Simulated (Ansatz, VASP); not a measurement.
B4N3 in VASP and in Ansatz

INCAR

```
SYSTEM = B4N3
ALGO = Normal ; EDIFF = 1E-6
ENCUT = 600 ; GGA = PE
GGA_COMPAT = .False. ; ISIF = 2
ISMEAR = 0 ; LASPH = .True.
LCHARG = .False. ; LREAL = .False.
LWAVE = .False. ; NBANDS = 22
NELM = 120 ; PREC = Accurate
SIGMA = 0.1
```

File KPOINTS:

```
k-points
0
Gamma
  6 6 6
  0 0 0
```

POSCAR

```
B4N3
1.0
    4.8750896201      0.0000000000      0.0000000000
   -2.4375448101      4.2219514567      0.0000000000
    0.0000000000      0.0000000000      3.1885442973
B N
4 3
Direct
    0.5080290079      0.0160580157      0.0000000000
    0.9839419843      0.4919709921      0.0000000000
    0.5080290079      0.4919709921      0.0000000000
    0.0000000000      0.0000000000      0.0000000000
    0.1662083764      0.8337916236      0.0000000000
    0.6675832472      0.8337916236      0.0000000000
    0.1662083764      0.3324167528      0.0000000000
```

Input for Ansatz:

```yaml
crystal:
  lattice:
    - [4.8750896201, 0.0, 0.0]
    - [-2.4375448101, 4.2219514567, 0.0]
    - [0.0, 0.0, 3.1885442973]
  atoms:
    - { symbol: B, position: [0.5080290079, 0.0160580157, 0.0] }
    - { symbol: B, position: [0.9839419843, 0.4919709921, 0.0] }
    - { symbol: B, position: [0.5080290079, 0.4919709921, 0.0] }
    - { symbol: B, position: [0.0, 0.0, 0.0] }
    - { symbol: "N", position: [0.1662083764, 0.8337916236, 0.0] }
    - { symbol: "N", position: [0.6675832472, 0.8337916236, 0.0] }
    - { symbol: "N", position: [0.1662083764, 0.3324167528, 0.0] }
basis:
  ecutwfc: 420
kpoints:
  mp_grid: { grid: [6, 6, 6] }
hamiltonian:
  xc: pbe
scf:
  occupations: { method: gaussian, width: 0.1 }
  lower_state_search: "off"
output:
  forces: true
  stress: true
  eigenvalues: true
```

Alike in both runs: task single point; functional PBE; k mesh 6 × 6 × 6; occupations gaussian, width 0.1 eV; no spin polarisation.

```csv
,VASP,Ansatz
version,VASP 6.6.1,Ansatz 0.2.0
potentials or method,"VASP PAW PBE potentials, release 64 (B, N), cutoff 600 eV","scalar-relativistic, plane waves, PAW"
valence electrons in the cell,27,27
```

VASP gave:

| Item | Value |
| --- | --- |
| gap on the k mesh at the Fermi level (eV) | none |
| pressure (GPa) | -1.4 |
| traceless stress, the component that is largest in VASP (GPa) | 2.27 |
| rms of the force components (eV/Å) | 0.062 |

Task: Estimate Ansatz's values.

Result: gap on the k mesh at the Fermi level (eV): none; pressure (GPa): -1.3; traceless stress, the component that is largest in VASP (GPa): 2.41; rms of the force components (eV/Å): 0.056.

Atom by atom the forces differ by 0.006 eV/Å (rms over components). A gap of «none» marks a metal or a gap that the smearing closes. The functional is the same, so the differences come from potentials, cutoffs and numerics.
